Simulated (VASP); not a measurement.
# Ce (Im-3m) in VASP: single point with r2SCAN

Aim: the single point of Ce with r2SCAN.

Program: VASP 6.6.1. These are calculated values, not measurements. Logs are shortened: lines on timing, memory, paths and dates and some standing lists are left out, and cuts for length are marked.

### 1 The cell of the first run

The structure is cubic, space group Im-3m (No. 229). The conventional cell has a = 3.943 Å, b = 3.943 Å, c = 3.943 Å, α = 90.00°, β = 90.00°, γ = 90.00°. Ce (site symmetry m-3m) has 14 Ce at 3.42 to 3.94 Å within 4.5 Å.

### 2 Single point, r2SCAN

Contents of POSCAR:

```
Ce
1.0
   -1.9717100020      1.9717100020      1.9717100020
    1.9717100020     -1.9717100020      1.9717100020
    1.9717100020      1.9717100020     -1.9717100020
Ce
1
Direct
    0.0000000000      0.0000000000      0.0000000000
```

Contents of INCAR.step1:

```
  PREC = Accurate
  ENCUT = 520
  ISMEAR = 0
  SIGMA = 0.05
  LREAL = False
  LASPH = True
  NELM = 100
  NBANDS = 12
  GGA = PE
  ALGO = Normal
  EDIFF = 1E-4
  LWAVE = True
  LCHARG = False
```

Contents of INCAR.step2:

```
  PREC = Accurate
  ENCUT = 520
  EDIFF = 1E-6
  ISMEAR = 0
  SIGMA = 0.05
  LREAL = False
  LASPH = True
  NELM = 100
  ALGO = Normal
  ISIF = 2
  LWAVE = False
  LCHARG = False
  METAGGA = R2SCAN
  LMIXTAU = True
  NBANDS = 12
  ISTART = 1
```

Contents of KPOINTS:

```
regular mesh
0
Gamma
  16 16 16
```

Potentials or basis: VASP PAW PBE potentials, release 64 (Ce).

Started as:

```
$ cat potpaw_PBE.64/Ce/POTCAR > POTCAR
$ cp INCAR.step1 INCAR
$ mpirun -np 1 vasp_std > vasp.out
$ cp INCAR.step2 INCAR
$ mpirun -np 1 vasp_std > vasp.out
```

OUTCAR:

```text
PREC = Accurate
   ENCUT = 520
   EDIFF = 1E-6
   ISMEAR = 0
   LREAL = False
   LASPH = True
   NELM = 100
   ISIF = 2
   METAGGA = R2SCAN
   ISTART = 1

 ion  position               nearest neighbor table
   1  0.000  0.000  0.000-

  LATTYP: Found a body centered cubic cell.
 ALAT       =     3.9434200040

  Lattice vectors:

 A1 = (  -1.9717100020,   1.9717100020,   1.9717100020)
 A2 = (   1.9717100020,  -1.9717100020,   1.9717100020)
 A3 = (   1.9717100020,   1.9717100020,  -1.9717100020)

Analysis of symmetry for initial positions (statically):
=====================================================================
 Subroutine PRICEL returns:
 Original cell was already a primitive cell.

 Routine SETGRP: Setting up the symmetry group for a
 body centered cubic supercell.

 Subroutine GETGRP returns: Found 48 space group operations
 (whereof 48 operations were pure point group operations)
 out of a pool of 48 trial point group operations.

The static configuration has the point symmetry O_h .

Analysis of symmetry for dynamics (positions and initial velocities):
=====================================================================
 Subroutine PRICEL returns:
 Original cell was already a primitive cell.

 Routine SETGRP: Setting up the symmetry group for a
 body centered cubic supercell.

 Subroutine GETGRP returns: Found 48 space group operations
 (whereof 48 operations were pure point group operations)
 out of a pool of 48 trial point group operations.

The dynamic configuration has the point symmetry O_h .

 Subroutine INISYM returns: Found 48 space group operations
 (whereof 48 operations are pure point group operations),
 and found     1 'primitive' translations

----------------------------------------------------------------------------------------

                                     Primitive cell

  volume of cell :      30.6612

  direct lattice vectors                    reciprocal lattice vectors
    -1.971710002  1.971710002  1.971710002     0.000000000  0.253586988  0.253586988
     1.971710002 -1.971710002  1.971710002     0.253586988  0.000000000  0.253586988
     1.971710002  1.971710002 -1.971710002     0.253586988  0.253586988  0.000000000

  length of vectors
     3.415101901  3.415101901  3.415101901     0.358626157  0.358626157  0.358626157

  position of ions in fractional coordinates (direct lattice)
     0.000000000  0.000000000  0.000000000

  ion indices of the primitive-cell ions
   primitive index   ion index
                 1           1
[... 80 lines left out ...]
   POTIM  = 0.5000    time-step for ionic-motion
   TEBEG  =    0.0;   TEEND  =   0.0 temperature during run
   PSTRESS=    0.0 pullay stress
   NELECT =      12.0000    total number of electrons
   NUPDOWN=      -1.0000    fix difference up-down
   EMIN   =  10.00;   EMAX   =-10.00  energy-range for DOS
   EFERMI =   0.00;   METHOD = LEGACY
   ISMEAR =     0;   SIGMA  =   0.05  broadening in eV -4-tet -1-fermi 0-gaus
   EFERMI_NEDOS =   21; number of points for ismear=-14 and -15
   IALGO  =     38    algorithm
   IMIX   =      4    mixing-type and parameters
     AMIX     =   0.40;   BMIX     =  1.00
     AMIX_MAG =   1.60;   BMIX_MAG =  1.00
  volume/ion in A,a.u.               =      30.66       206.91
  Fermi-wavevector in a.u.,A,eV,Ry     =   1.197491  2.262930 19.510542  1.433984
  Thomas-Fermi vector in A             =   2.333404
   LORBIT       =      0    0 simple, 1 ext, 2 COOP (PROOUT), +10 PAW based schemes
   METAGGA = R2SCAN    functional components
   LHFCALC =     F    Hartree Fock is set to
   AEXX    =    0.0000 exact exchange contribution
   IVDW    =     0    specifies the selected vdW correction
   LEPSILON=     F    determine dielectric tensor
   LRPA    =     F    only Hartree local field effects (RPA)
 non-spin polarized calculation
 Gauss-broadening in eV      SIGMA  =   0.05
  energy-cutoff  :      520.00
  volume of cell :       30.66
 maximum number of plane-waves:       856
 NGX is ok and might be reduce to    28
   NGX = 13   NGY = 13   NGZ = 13

 number of electron      12.0000000 magnetization

 Free energy of the ion-electron system (eV)
  ---------------------------------------------------
  ext. energy  EPLUGINS =         0.00000000
  ---------------------------------------------------
  free energy    TOTEN  =       -30.50566856 eV

  energy without entropy =      -30.50079392  energy(sigma->0) =      -30.50323124

 E-fermi :   7.9092     XC(G=0): -11.3799

 val. band max:        7.9060088922   @ k =   0.2500   0.0000   0.0000
 cond. band min:       7.9110440218   @ k =   0.0625   0.0625   0.0000
 fundamental gap:      0.0050351297
 Fermi energy:         7.9091899945

 k-point     1 :       0.0000    0.0000    0.0000
  band No.  band energies     occupation
      1     -28.1065      2.00000
      2      -9.3078      2.00000
      3      -9.3078      2.00000
      4      -9.3078      2.00000
      5       4.6796      2.00000
      6       7.9855      0.03090
      7       7.9855      0.03088
      8       7.9855      0.03087
      9       8.8376      0.00000
     10       8.8376      0.00000
     11       8.8376      0.00000
     12       9.0851      0.00000
[... 331 lines left out ...]
 k-point    24 :       0.2500    0.1875    0.0000
  band No.  band energies     occupation
      1     -27.7967      2.00000
      2     -10.8898      2.00000
      3      -9.9694      2.00000
      4      -9.4943      2.00000
      5       6.8664      2.00000
      6       7.5803      2.00000
      7       8.1749      0.00000
      8       8.2621      0.00000
      9       8.5392      0.00000
     10       8.6457      0.00000
     11       8.6503      0.00000
     12       8.8478      0.00000

 [... further k-points ...]

------------------------ aborting loop because EDIFF is reached ----------------------------------------

  FORCE on cell =-STRESS in cart. coord.  units (eV):
  Direction    XX          YY          ZZ          XY          YZ          ZX
  --------------------------------------------------------------------------------------
  -------------------------------------------------------------------------------------
  Total       -0.8103237     -0.8103237     -0.8103237      0.0000000      0.0000000     -0.0000000
  in kB      -42.3428455    -42.3428455    -42.3428455      0.0000000      0.0000000     -0.0000000
  external PRESSURE =     -42.3428455 kB  Pullay stress =       0.0000000 kB

 VOLUME and BASIS-vectors are now :
 -----------------------------------------------------------------------------
  energy-cutoff  :      520.00
  volume of cell :       30.66
      direct lattice vectors                 reciprocal lattice vectors
    -1.971710002  1.971710002  1.971710002     0.000000000  0.253586988  0.253586988
     1.971710002 -1.971710002  1.971710002     0.253586988  0.000000000  0.253586988
     1.971710002  1.971710002 -1.971710002     0.253586988  0.253586988  0.000000000

 POSITION                                       TOTAL-FORCE (eV/Angst)
 -----------------------------------------------------------------------------------
      0.00000      0.00000      0.00000         0.000000     -0.000000      0.000000
 -----------------------------------------------------------------------------------
    total drift:                               -0.000000     -0.000000     -0.000000

  FREE ENERGIE OF THE ION-ELECTRON SYSTEM (eV)
  ---------------------------------------------------
  free  energy   TOTEN  =       -30.5056685564 eV

  energy  without entropy=      -30.5007939159  energy(sigma->0) =      -30.50323124
```

OUTCAR.step1:

```text
PREC = Accurate
   ENCUT = 520
   ISMEAR = 0
   LREAL = False
   LASPH = True
   NELM = 100
[... 575 lines left out ...]

 POSITION                                       TOTAL-FORCE (eV/Angst)
 -----------------------------------------------------------------------------------
      0.00000      0.00000      0.00000         0.000000      0.000000      0.000000
 -----------------------------------------------------------------------------------
    total drift:                               -0.000000     -0.000000     -0.000000

  FREE ENERGIE OF THE ION-ELECTRON SYSTEM (eV)
  ---------------------------------------------------
  free  energy   TOTEN  =        -5.6636952103 eV

  energy  without entropy=       -5.6581083539  energy(sigma->0) =       -5.66090178
```

OSZICAR.step1:

```text
N       E                     dE             d eps       ncg     rms          rms(c)
DAV:   1     0.999642224616E+02    0.99964E+02   -0.51835E+03  3496   0.125E+03
DAV:   2     0.550950817755E+00   -0.99413E+02   -0.93765E+02  4672   0.184E+02
DAV:   3    -0.583022828094E+01   -0.63812E+01   -0.61494E+01  3780   0.707E+01
DAV:   4    -0.623953713009E+01   -0.40931E+00   -0.35858E+00  6608   0.129E+01
DAV:   5    -0.624761364791E+01   -0.80765E-02   -0.80434E-02  5320   0.207E+00    0.690E+00
DAV:   6    -0.715582451927E+01   -0.90821E+00   -0.24645E+01  5816   0.212E+01    0.123E+01
DAV:   7    -0.580904150876E+01    0.13468E+01   -0.11559E+01  6080   0.221E+01    0.401E+00
DAV:   8    -0.565794046558E+01    0.15110E+00   -0.12475E+00  5804   0.624E+00    0.423E-01
DAV:   9    -0.566247216059E+01   -0.45317E-02   -0.30276E-02  5348   0.905E-01    0.305E-01
DAV:  10    -0.566354210666E+01   -0.10699E-02   -0.63969E-03  6360   0.383E-01    0.101E-01
DAV:  11    -0.566375176638E+01   -0.20966E-03   -0.77856E-04  5632   0.152E-01    0.871E-02
DAV:  12    -0.566369521033E+01    0.56556E-04   -0.31851E-04  4652   0.117E-01
   1 F= -.56636952E+01 E0= -.56609018E+01  d E =-.558686E-02
```

Wall time 5.6 min (1 thread of Intel Xeon Platinum 8375C at 2.90GHz (Ice Lake), shared host); peak memory 0.22 GiB.

What came out:

```
Free energy            : -30.5057 eV
Pressure               : -4.2 GPa
Band gap on the k mesh : zero (band 6 reaches 8.41 eV, above the bottom of band 7 at 7.51 eV)
```

Caveat: the PAW data sets were made with another functional, which shifts forces and pressure a little; spin-orbit coupling is left out, which moves the levels of the heavy elements.
